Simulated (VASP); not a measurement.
Input of a VASP 6.6.1 run:

INCAR

```
ALGO = Normal
EDIFF = 1E-7
ENCUT = 520
GGA = PS
ISIF = 2
ISMEAR = -1
LASPH = T
LCHARG = F
LREAL = F
LWAVE = F
NBANDS = 13
NELM = 80
PREC = Accurate
SIGMA = 0.05
```

File KPOINTS:

```
k-points
0
Gamma
  13 13 13
```

File POSCAR:

```
S
1.0
    0.0000000000      2.5923970294      2.5923970294
    2.5923970294      0.0000000000      2.5923970294
    2.5923970294      2.5923970294      0.0000000000
S
2
Direct
   -0.1250000000     -0.1250000000     -0.1250000000
    0.1250000000      0.1250000000      0.1250000000
```

Potentials or basis: VASP PAW PBE potentials, release 64 (S).

Launch:

```bash
$ cat potpaw_PBE.64/S/POTCAR > POTCAR
$ mpirun -np 1 vasp_std > vasp.out
```

**Question.** Predict the band gap on the k mesh.

**Answer.** Zero (band 6 reaches 8.30 eV, above the bottom of band 7 at 5.68 eV).

**Question.** Estimate the pressure.

**Answer.** 20.8 GPa.

Caveat: the PAW data sets were made with another functional, which shifts forces and pressure a little.
